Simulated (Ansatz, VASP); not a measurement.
**Nb in VASP and in Ansatz**

```
Nb
1.0
     0.00000    2.02922    2.02922
     2.02922    0.00000    2.02922
     2.02922    2.02922    0.00000
Nb
1
Direct
  0.00000 0.00000 0.00000
```

Alike in both runs: task single point; functional LDA; k mesh 11 × 11 × 11; occupations fermi-dirac, width 0.05 eV; no spin polarisation; Hubbard terms Nb d U = 2.0 eV.

|  | VASP | Ansatz |
| --- | --- | --- |
| version | VASP 6.6.1 | Ansatz 0.2.0 |
| potentials or method | VASP PAW LDA potentials, release 64 (Nb_sv) | SSSP precision PAW |
| plane-wave cutoff (eV) | 520 | 544 |
| valence electrons in the cell | 13 | 13 |

|  | VASP | Ansatz | Ansatz less VASP |
| --- | --- | --- | --- |
| gap on the k mesh at the Fermi level (eV) | none | none | - |
| pressure (GPa) | 18.5 | 13.2 | -5.34 |

LDA's correlation is that of Perdew and Zunger in VASP and of Perdew and Wang (1992) in Ansatz. The programs project onto different local orbitals, so the same U acts differently, and such runs can settle in different states. A gap of «none» marks a metal or a gap that the smearing closes.
